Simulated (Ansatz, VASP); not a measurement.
# One calculation of MoRu2, two programs

INCAR

```
PREC     = Accurate       # precision mode
ENCUT    = 520            # plane-wave cutoff, eV
EDIFF    = 1E-7           # SCF threshold, eV
ISMEAR   = 0              # smearing method
SIGMA    = 0.1            # smearing width, eV
LREAL    = False          # projectors in reciprocal space
LASPH    = True           # aspherical terms in the spheres
NELM     = 150            # most SCF steps
ALGO     = Normal         # electronic algorithm
ISIF     = 2              # what is computed and relaxed
LWAVE    = False          # write WAVECAR
LCHARG   = False          # write CHGCAR
ISPIN    = 2              # spin polarisation
MAGMOM   = 1 1 1 1 1 1    # initial moments
LORBIT   = 11             # projections on sites
LMAXMIX  = 4              # l up to which the mixer works
GGA      = PE             # functional
NBANDS   = 55             # bands
```

Contents of KPOINTS:

```
Automatic mesh
0
Gamma
  6 6 4
```

POSCAR

```
MoRu2
1.0
    4.7810990000      0.0000000000      0.0000000000
   -2.3905495000      4.1405532000      0.0000000000
    0.0000000000      0.0000000000      4.3736522000
Mo Ru
2 4
Direct
    0.6666667000      0.3333333000      0.0000000000
    0.3333333000      0.6666667000      0.0000000000
    0.0000000000      0.0000000000      0.0000000000
    0.0000000000      0.3308135000      0.5000000000
    0.6691865000      0.6691865000      0.5000000000
    0.3308135000      0.0000000000      0.5000000000
```

Input for Ansatz:

```yaml
crystal:
  lattice:
    - [4.781099, 0.0, 0.0]
    - [-2.3905495, 4.1405532, 0.0]
    - [0.0, 0.0, 4.3736522]
  atoms:
    - { symbol: Mo, position: [0.6666667, 0.3333333, 0.0], spin: 1.0 }
    - { symbol: Mo, position: [0.3333333, 0.6666667, 0.0], spin: 1.0 }
    - { symbol: Ru, position: [0.0, 0.0, 0.0], spin: 1.0 }
    - { symbol: Ru, position: [0.0, 0.3308135, 0.5], spin: 1.0 }
    - { symbol: Ru, position: [0.6691865, 0.6691865, 0.5], spin: 1.0 }
    - { symbol: Ru, position: [0.3308135, 0.0, 0.5], spin: 1.0 }
basis:
  ecutwfc: 420
kpoints:
  mp_grid: { grid: [6, 6, 4] }
hamiltonian:
  xc: pbe
scf:
  occupations: { method: gaussian, width: 0.1 }
  lower_state_search: "off"
output:
  forces: true
  stress: true
  eigenvalues: true
  populations: true
magnetization:
  spin_polarized: true
```

Alike in both runs: task single point; functional PBE; k mesh 6 × 6 × 4; occupations gaussian, width 0.1 eV; collinear spin.

|  | VASP | Ansatz |
| --- | --- | --- |
| version | VASP 6.6.1 | Ansatz 0.2.0 |
| potentials or method | VASP PAW PBE potentials, release 64 (Mo_sv, Ru_pv), cutoff 520 eV | scalar-relativistic, plane waves, PAW |
| valence electrons in the cell | 84 | 92 |

|  | VASP | Ansatz | Ansatz less VASP |
| --- | --- | --- | --- |
| gap on the k mesh at the Fermi level (eV) | none | none | - |
| pressure (GPa) | -0.1 | -0.3 | -0.16 |
| traceless stress, the component that is largest in VASP (GPa) | -1.09 | -1.09 | -0.005 |
| rms of the force components (eV/Å) | 0.010 | 0.012 | +0.0020 |
| net moment per atom (μB) | 0.00 | 0.00 | 0.000 |

Atom by atom the forces differ by 0.002 eV/Å (rms over components). A gap of «none» marks a metal or a gap that the smearing closes. VASP's potentials hold 84 valence electrons a cell and Ansatz's 92, so a difference there can come from the potentials and not from the codes. Ansatz's warnings: seeded moment not kept.
